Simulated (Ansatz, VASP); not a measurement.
**One calculation of ZnH4O3, two programs**

```
Zn H O
1.0
     3.03609    0.00000    0.00000
    -1.51804    2.62933    0.00000
     0.00000    0.00000    8.74572
Zn H O
1 4 3
Direct
  0.66667 0.33333 0.00000
  0.00000 0.00000 0.11500
  0.00000 0.00000 0.62566
  0.00000 0.00000 0.37434
  0.00000 0.00000 0.88500
  0.66667 0.33333 0.50000
  0.33333 0.66667 0.24789
  0.33333 0.66667 0.75211
```

Change from the starting cell: species swapped into the Mn4Te3Se type (P-6m2, No. 187).

Alike in both runs: task single point; functional PBE; k mesh 6 × 6 × 2; occupations gaussian, width 0.1 eV; collinear spin.

```csv
,VASP,Ansatz
version,VASP 6.6.1,Ansatz 0.2.0
potentials or method,"VASP PAW PBE potentials, release 64 (Zn, H, O), cutoff 520 eV","scalar-relativistic, plane waves, PAW"
valence electrons in the cell,34,34
```

```csv
,VASP,Ansatz,Ansatz less VASP
gap on the k mesh at the Fermi level (eV),none,none,-
pressure (GPa),-20.8,-20.7,+0.10
"traceless stress, the component that is largest in VASP (GPa)",-6.75,-6.74,+0.007
rms of the force components (eV/Å),0.253,0.254,+0.0010
net moment per atom (μB),0.25,0.25,0.000
size of the moment on the site where the two differ most (μB),0.98,1.07,+0.084
```

Site moments also hang on the region over which each program counts them. Atom by atom the forces differ by 0.002 eV/Å (rms over components). A gap of «none» marks a metal or a gap that the smearing closes. With one functional, cell and mesh, what is left measures potentials, basis and numerics.

The k mesh is coarse, so the values compare programs but aren't converged.
